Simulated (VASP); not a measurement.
# Al9H in VASP: further runs

The runs below take Al9H through single point, with PBE.

Program: VASP 6.6.1. These are calculated values, not measurements. Logs are shortened: lines on timing, memory, paths and dates and some standing lists are left out, and cuts for length are marked.

### 1 The cell of the first run

The cell holds a slab with vacuum, 10 atoms: a = 2.854 Å, b = 9.808 Å, c = 21.790 Å, α = 90.00°, β = 90.00°, γ = 98.37°.

### 2 Single point, PBE

INCAR

```
PREC     = Accurate       # precision mode
ENCUT    = 520            # plane-wave cutoff, eV
EDIFF    = 1E-6           # SCF threshold, eV
ISMEAR   = 0              # smearing method
SIGMA    = 0.1            # smearing width, eV
LREAL    = F              # projectors in reciprocal space
LASPH    = T              # aspherical terms in the spheres
NELM     = 80             # most SCF steps
ALGO     = Normal         # electronic algorithm
ISIF     = 2              # what is computed and relaxed
LWAVE    = F              # write WAVECAR
LCHARG   = F              # write CHGCAR
LDIPOL   = T            
IDIPOL   = 3            
DIPOL    = 0.5 0.5 0.304
GGA      = PE             # functional
NBANDS   = 25             # bands
```

KPOINTS

```
regular mesh
0
Gamma
  9 3 1
```

POSCAR

```
Al9H
1.0
    2.8543223330      0.0000000000      0.0000000000
   -1.4271611665      9.7033329366      0.0000000000
    0.0000000000      0.0000000000     21.7902708969
Al H
9 1
Direct
    0.5324485604      0.0648971207      0.1835681630
    0.6709687938      0.3419375876      0.2292758741
    0.2986728405      0.5973456810      0.2384174163
    0.9263768872      0.8527537744      0.2475589585
    0.0639738222      0.1277383808      0.2937147080
    0.1995905480      0.4042696935      0.3452583266
    0.8288544886      0.6597110299      0.3524478004
    0.4526361687      0.9111292155      0.3607640453
    0.5925232094      0.1814597089      0.4034034702
    0.8425232094      0.4314597089      0.3896358580
```

Potentials or basis: VASP PAW PBE potentials, release 64 (Al, H).

Command:

```bash
cat potpaw_PBE.64/Al/POTCAR potpaw_PBE.64/H/POTCAR > POTCAR
mpirun -np 1 vasp_std > vasp.out
```

OUTCAR:

```text
PREC = Accurate
   ENCUT = 520
   EDIFF = 1E-6
   ISMEAR = 0
   LREAL = F
   LASPH = T
   NELM = 80
   ISIF = 2
   GGA = PE

 ion  position               nearest neighbor table
   1  0.532  0.065  0.184-   5 2.86   5 2.86   2 2.87   4 2.87   4 2.87
   2  0.671  0.342  0.229-   1 2.87   3 2.87   3 2.87   5 2.89   5 2.89   6 2.96   6 2.97
   3  0.299  0.597  0.238-   4 2.87   4 2.87   2 2.87   2 2.87   7 2.93   7 2.93   6 2.99
   4  0.926  0.853  0.248-   5 2.85   3 2.87   3 2.87   1 2.87   1 2.87   8 2.90   8 2.91   7 2.96

   5  0.064  0.128  0.294-   9 2.83   9 2.83   4 2.85   1 2.86   1 2.86   2 2.89   2 2.89   6 2.91
                             8 2.93   8 2.93
   6  0.200  0.404  0.345-  10 1.46  10 2.06   7 2.86   7 2.87   9 2.88   9 2.89   5 2.91   2 2.96
                             2 2.97   3 2.99
   7  0.829  0.660  0.352-   8 2.83   8 2.83   6 2.86   6 2.87   3 2.93   3 2.93   4 2.96
   8  0.453  0.911  0.361-   9 2.78   7 2.83   7 2.83   4 2.90   4 2.91   5 2.93   5 2.93
   9  0.593  0.181  0.403-   8 2.78   5 2.83   5 2.83   6 2.88   6 2.89
  10  0.843  0.431  0.390-   6 1.46   6 2.06

  LATTYP: Found a base centered orthorhombic cell.
 ALAT       =     2.8543223330
 B/A-ratio  =     6.7990449603
 C/A-ratio  =     7.6341311018

  Lattice vectors:

 A1 = (   1.4271611665,  -9.7033329366,   0.0000000000)
 A2 = (   1.4271611665,   9.7033329366,   0.0000000000)
 A3 = (   0.0000000000,   0.0000000000,  21.7902708969)

Analysis of symmetry for initial positions (statically):
=====================================================================
 Subroutine PRICEL returns:
 Original cell was already a primitive cell.

 Routine SETGRP: Setting up the symmetry group for a
 base centered orthorhombic supercell.

 Subroutine GETGRP returns: Found  1 space group operations
 (whereof  1 operations were pure point group operations)
 out of a pool of  8 trial point group operations.

The static configuration has the point symmetry C_1 .

Analysis of symmetry for dynamics (positions and initial velocities):
=====================================================================
 Subroutine PRICEL returns:
 Original cell was already a primitive cell.

 Routine SETGRP: Setting up the symmetry group for a
 base centered orthorhombic supercell.

 Subroutine GETGRP returns: Found  1 space group operations
[... 143 lines left out ...]
   EMIN   =  10.00;   EMAX   =-10.00  energy-range for DOS
   EFERMI =   0.00;   METHOD = LEGACY
   ISMEAR =     0;   SIGMA  =   0.10  broadening in eV -4-tet -1-fermi 0-gaus
   EFERMI_NEDOS =   21; number of points for ismear=-14 and -15
   IALGO  =     38    algorithm
   IMIX   =      4    mixing-type and parameters
     AMIX     =   0.40;   BMIX     =  1.00
     AMIX_MAG =   1.60;   BMIX_MAG =  1.00
  volume/ion in A,a.u.               =      60.35       407.27
  Fermi-wavevector in a.u.,A,eV,Ry     =   0.588255  1.111640  4.708207  0.346043
  Thomas-Fermi vector in A             =   1.635447
   LORBIT       =      0    0 simple, 1 ext, 2 COOP (PROOUT), +10 PAW based schemes
   GGA     = PE    functional components
   LHFCALC =     F    Hartree Fock is set to
   AEXX    =    0.0000 exact exchange contribution
   IVDW    =     0    specifies the selected vdW correction
   LEPSILON=     F    determine dielectric tensor
   LRPA    =     F    only Hartree local field effects (RPA)
 non-spin polarized calculation
 Gauss-broadening in eV      SIGMA  =   0.10
  energy-cutoff  :      520.00
  volume of cell :      603.51
 maximum number of plane-waves:     16329
 NGX is ok and might be reduce to    24
   NGX = 11   NGY = 37   NGZ = 81

 dipolmoment           0.000000      0.000000      0.000057 electrons x Angstroem

 number of electron      28.0000000 magnetization

 dipolmoment           0.000000      0.000000     -0.000459 electrons x Angstroem

 Free energy of the ion-electron system (eV)
  ---------------------------------------------------
  ext. energy  EPLUGINS =         0.00000000
  ---------------------------------------------------
  free energy    TOTEN  =       -33.06638260 eV

  energy without entropy =      -33.04222698  energy(sigma->0) =      -33.05430479

 E-fermi :  -0.9852     XC(G=0):  -3.4697

 val. band max:       -1.0296756090   @ k =   0.2222   0.3333   0.0000
 cond. band min:      -0.9591337158   @ k =   0.3333  -0.0000   0.0000
 fundamental gap:      0.0705418932
 Fermi energy:        -0.9851918237

 k-point     1 :       0.0000    0.0000    0.0000
  band No.  band energies     occupation
      1     -11.4005      2.00000
      2     -10.1251      2.00000
      3      -9.5311      2.00000
      4      -8.9328      2.00000
      5      -7.9132      2.00000
      6      -6.9556      2.00000
[... 381 lines left out ...]
     24       3.1613      0.00000
     25       3.3667      0.00000

------------------------ aborting loop because EDIFF is reached ----------------------------------------

 vacuum level on the upper side and lower side of the slab       (xc-potential included)        -0.089        -0.076

  FORCE on cell =-STRESS in cart. coord.  units (eV):
  Direction    XX          YY          ZZ          XY          YZ          ZX
  --------------------------------------------------------------------------------------
  -------------------------------------------------------------------------------------
  Total       -2.0719455     -4.2441799      1.0713881     -0.1976923     -0.3411012     -2.2212005
  in kB       -5.5005022    -11.2672464      2.8442700     -0.5248241     -0.9055392     -5.8967371
  external PRESSURE =      -4.6411595 kB  Pullay stress =       0.0000000 kB

 VOLUME and BASIS-vectors are now :
 -----------------------------------------------------------------------------
  energy-cutoff  :      520.00
  volume of cell :      603.51
      direct lattice vectors                 reciprocal lattice vectors
     2.854322333  0.000000000  0.000000000     0.350345856  0.051528686  0.000000000
    -1.427161166  9.703332937  0.000000000     0.000000000  0.103057373  0.000000000
     0.000000000  0.000000000 21.790270897     0.000000000  0.000000000  0.045892041

 POSITION                                       TOTAL-FORCE (eV/Angst)
 -----------------------------------------------------------------------------------
      1.42716      0.62972      4.00000        -0.001490      0.247277      0.199262
      1.42716      3.31793      4.99598         0.030923     -0.002271      0.043452
     -0.00000      5.79624      5.19518         0.010911      0.005190      0.224380
      1.42716      8.27455      5.39438        -0.010050     -0.252751     -0.102383
      0.00030      1.23949      6.40012        -0.047635      0.102511      0.004560
     -0.00726      3.92276      7.52327         2.315948     -0.663802     -2.549630
      1.42430      6.40140      7.67993        -0.009697      0.395410     -0.147883
     -0.00836      8.84099      7.86115        -0.020225     -0.011464      0.051819
      1.43228      1.76076      8.79027         0.013065     -0.391079      0.053746
      1.78907      4.18660      8.49027        -2.281752      0.570978      2.222679
 -----------------------------------------------------------------------------------
    total drift:                                0.000081      0.000009      0.000074

  FREE ENERGIE OF THE ION-ELECTRON SYSTEM (eV)
  ---------------------------------------------------
  free  energy   TOTEN  =       -33.0663826026 eV

  energy  without entropy=      -33.0422269801  energy(sigma->0) =      -33.05430479

 vacuum level on the upper side and lower side of the slab         3.018         3.025
```

OSZICAR:

```text
N       E                     dE             d eps       ncg     rms          rms(c)
DAV:   1     0.990940184781E+02    0.99094E+02   -0.79930E+03   700   0.756E+02
DAV:   2    -0.279932005250E+02   -0.12709E+03   -0.11984E+03  1014   0.133E+02
DAV:   3    -0.347161978224E+02   -0.67230E+01   -0.65633E+01   994   0.315E+01
DAV:   4    -0.349302523884E+02   -0.21405E+00   -0.21349E+00  1031   0.647E+00
[... 16 lines left out ...]
DAV:  21    -0.330663652029E+02   -0.78123E-05   -0.20163E-07   636   0.157E-03    0.397E-04
DAV:  22    -0.330663754491E+02   -0.10246E-04   -0.41857E-07   610   0.164E-03    0.356E-04
DAV:  23    -0.330663804935E+02   -0.50444E-05   -0.19084E-07   595   0.115E-03    0.183E-04
DAV:  24    -0.330663821228E+02   -0.16293E-05   -0.54354E-08   556   0.775E-04    0.606E-05
DAV:  25    -0.330663826026E+02   -0.47982E-06   -0.15607E-08   483   0.529E-04
   1 F= -.33066383E+02 E0= -.33054305E+02  d E =-.241556E-01
```

stdout:

```text
POSCAR found type information on POSCAR AlH
 POSCAR found :  2 types and      10 ions
 scaLAPACK will be used
 LDA part: xc-table for (Slater+PW92), standard interpolation
 -----------------------------------------------------------------------------
|                                                                             |
|           W    W    AA    RRRRR   N    N  II  N    N   GGGG   !!!           |
|           W    W   A  A   R    R  NN   N  II  NN   N  G    G  !!!           |
|           W    W  A    A  R    R  N N  N  II  N N  N  G       !!!           |
|           W WW W  AAAAAA  RRRRR   N  N N  II  N  N N  G  GGG   !            |
|           WW  WW  A    A  R   R   N   NN  II  N   NN  G    G                |
|           W    W  A    A  R    R  N    N  II  N    N   GGGG   !!!           |
|                                                                             |
|     Your reciprocal lattice and k-lattice belong to different lattice       |
|     classes:                                                                |
|                                                                             |
|        The reciprocal lattice is base centered orthorhombic,                |
|        whereas your k-lattice is simple monoclinic.                         |
|                                                                             |
|     Results are often still useful ...                                      |
|                                                                             |
 -----------------------------------------------------------------------------

 POSCAR, INCAR and KPOINTS ok, starting setup
 FFT: planning ... GRIDC
 FFT: planning ... GRID_SOFT
 FFT: planning ... GRID
 WAVECAR not read
 entering main loop
```

Run time: 10 min. Hardware: 1 thread of Intel Xeon 8259CL, shared host; peak memory 0.73 GiB.

Results:

| Property | Result |
| --- | --- |
| Free energy | -33.0664 eV |
| Largest force | 3.508 eV/Å |
| Band gap on the k mesh | zero (bands 14 and 15 overlap by 0.67 eV) |

Forces on the atoms (eV/Å):
```
Al  -0.001  0.247  0.199
Al   0.031 -0.002  0.043
Al   0.011  0.005  0.224
Al  -0.010 -0.253 -0.102
Al  -0.048  0.103  0.005
Al   2.316 -0.664 -2.550
Al  -0.010  0.395 -0.148
Al  -0.020 -0.011  0.052
Al   0.013 -0.391  0.054
H   -2.282  0.571  2.223
```

### 3 Single point, PBE

INCAR

```
SYSTEM = Al9H
  PREC = Accurate
  ENCUT = 520
  EDIFF = 1E-6
  ISMEAR = 0
  SIGMA = 0.1
  LREAL = .False.
  LASPH = .True.
  NELM = 100
  ALGO = Normal
  ISIF = 2
  LWAVE = .False.
  LCHARG = .False.
  LDIPOL = .True.
  IDIPOL = 3
  DIPOL = 0.5 0.5 0.309
  GGA = PE
  NBANDS = 25
```

KPOINTS

```
regular mesh
0
Gamma
  9 3 1
  0 0 0
```

Edit POSCAR of step 2 so:

```diff
@@ -17,2 +17,2 @@
     0.5925232094      0.1814597089      0.4034034702
-    0.8425232094      0.4314597089      0.3896358580
+    0.8425232094      0.4314597089      0.4350689783
```

Potentials or basis: VASP PAW PBE potentials, release 64 (Al, H).

Command:

```bash
cat potpaw_PBE.64/Al/POTCAR potpaw_PBE.64/H/POTCAR > POTCAR
mpirun -np 1 vasp_std > vasp.out
```

Run time: 11 min. Hardware: 1 thread of Intel Xeon 8259CL, shared host; peak memory 0.73 GiB.

It converged, with:

- Free energy: -32.8010 eV
- Largest force: 1.290 eV/Å
- Band gap on the k mesh: zero (bands 14 and 15 overlap by 0.63 eV)

Forces on the atoms (eV/Å):
```
Al   0.005  0.225  0.108
Al   0.046 -0.054 -0.044
Al  -0.021  0.075  0.077
Al   0.013 -0.250 -0.185
Al  -0.032  0.072  0.069
Al  -0.320  0.262  0.818
Al   0.016 -0.023  0.084
Al  -0.004 -0.048  0.039
Al   0.100  0.180  0.232
H    0.196 -0.439 -1.197
```

Levels at points of the mesh, in eV from the Fermi level:
```csv
k point,band 10,band 11,band 12,band 13,band 14,band 15,band 16,band 17,band 18,band 19
"(0.00, 0.00, 0.00)",-3.12,-2.03,-1.68,-1.54,-1.15,-0.02,1.09,1.95,2.39,2.56
```
